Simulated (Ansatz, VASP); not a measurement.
Two plane-wave programs on Mg2MoH

```
CELL_PARAMETERS angstrom
2.97640 0.00000 0.00000
-1.48820 2.57764 0.00000
0.00000 0.00000 7.51920
ATOMIC_POSITIONS crystal
Mg 0.33333 0.66667 0.80019
Mg 0.66667 0.33333 0.19981
H 0.00000 0.00000 0.00000
Mo 0.00000 0.00000 0.50000
```

Alike in both runs: task single point; functional PBE; k mesh 6 × 6 × 2; occupations gaussian, width 0.1 eV; collinear spin.

|  | VASP | Ansatz |
| --- | --- | --- |
| version | VASP 6.6.1 | Ansatz 0.2.0 |
| potentials or method | VASP PAW PBE potentials, release 64 (Mg, H, Mo_sv), cutoff 520 eV | scalar-relativistic, plane waves, PAW |
| valence electrons in the cell | 19 | 35 |

```tsv
	VASP	Ansatz	Ansatz less VASP
gap on the k mesh at the Fermi level (eV)	none	none	-
pressure (GPa)	0.4	0.4	+0.07
traceless stress, the component that is largest in VASP (GPa)	1.28	1.28	-0.001
net moment per atom (μB)	0.00	0.00	0.000
```

A gap of «none» marks a metal or a gap that the smearing closes. With one functional, cell and mesh, what is left measures potentials, basis and numerics. VASP's potentials hold 19 valence electrons a cell and Ansatz's 35, so a difference there can come from the potentials and not from the codes. Ansatz's warnings: seeded moment not kept.

The k mesh is coarse, so the values compare programs but aren't converged.
